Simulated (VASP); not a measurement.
Set up this calculation in VASP 6.6.1, as the native input.

```
Task                   : single point
Functional             : PBEsol
Potentials or basis    : VASP PAW PBE potentials, release 64 (Bi_d)
Cutoff                 : 520 eV
k mesh                 : 11 × 11 × 11
Occupations            : fermi-dirac, width 0.1 eV
Spin                   : no spin polarisation
Dipole correction      : no
Further INCAR settings : ALGO = Normal; EDIFF = 1e-06; NBANDS = 14
```

The structure of Bi lies in POSCAR:

```
Bi
1.0
    0.0000000000      2.4727365818      2.4727365818
    2.4727365818      0.0000000000      2.4727365818
    2.4727365818      2.4727365818      0.0000000000
Bi
1
Direct
    0.0000000000      0.0000000000      0.0000000000
```

This isn't the form of Bi at room conditions, which is rhombohedral.

These files were run (other wordings do the same):

INCAR

```
SYSTEM = Bi
  PREC = Accurate
  ENCUT = 520
  EDIFF = 1E-6
  ISMEAR = -1
  SIGMA = 0.1
  LREAL = .False.
  LASPH = .True.
  NELM = 100
  ALGO = Normal
  ISIF = 2
  LWAVE = .False.
  LCHARG = .False.
  GGA = PS
  NBANDS = 14
```

KPOINTS

```
regular mesh
0
Gamma
  11 11 11
  0 0 0
```

Potentials or basis: VASP PAW PBE potentials, release 64 (Bi_d).

Run with:

```sh
$ cat potpaw_PBE.64/Bi_d/POTCAR > POTCAR
$ mpirun -np 1 vasp_std > vasp.out
```

It gave:

```yaml
Pressure: -0.1 GPa
Band_gap_on_the_k_mesh: zero (an odd number of electrons rules out a gap without spin polarisation)
```

Caveat: the PAW data sets were made with another functional, which shifts forces and pressure a little; spin-orbit coupling is left out, which moves the levels of the heavy elements.

Wall time 20 s on 1 thread of Intel Xeon 8259CL, on a shared host, peak memory 0.17 GiB.
